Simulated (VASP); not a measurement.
WC: single point with PBE

WC:

```
W C
1.0
     0.00000    2.20721    2.20721
     2.20721    0.00000    2.20721
     2.20721    2.20721    0.00000
W C
1 1
Direct
  0.00000 0.00000 0.00000
  0.50000 0.50000 0.50000
```

```json
{
 "Program": "VASP 6.6.1",
 "Task": "single point",
 "Functional": "PBE",
 "Potentials or basis": "VASP PAW PBE potentials, release 64 (W_sv, C)",
 "Cutoff": "520 eV",
 "k mesh": "10 × 10 × 10",
 "Occupations": "fermi-dirac, width 0.05 eV",
 "Spin": "no spin polarisation"
}
```

* Pressure: -7.5 GPa
* Band gap on the k mesh: zero (band 9 reaches 13.11 eV, above the bottom of band 10 at 10.03 eV)

Levels at points of the mesh, in eV from the Fermi level:
| k point | band 5 | band 6 | band 7 | band 8 | band 9 | band 10 | band 11 | band 12 | band 13 | band 14 |
| --- | --- | --- | --- | --- | --- | --- | --- | --- | --- | --- |
| (0.00, 0.00, 0.00) | -15.68 | -2.72 | -2.72 | -2.72 | -1.08 | -1.08 | -1.08 | -0.99 | -0.99 | 6.22 |
| (0.50, 0.00, 0.00) | -11.22 | -9.66 | -6.48 | -6.48 | 0.96 | 0.96 | 2.20 | 4.85 | 8.52 | 8.52 |
| (0.50, 0.50, 0.00) | -13.47 | -5.65 | -5.59 | -2.52 | -2.52 | 0.77 | 2.14 | 2.14 | 5.20 | 6.97 |

Run time: 9.5 s on 1 thread of Intel(R) Xeon(R) 6975P-C (Granite Rapids), with other jobs on the host, peak memory 0.15 GiB.

Caveat: spin-orbit coupling is left out, which moves the levels of the heavy elements.
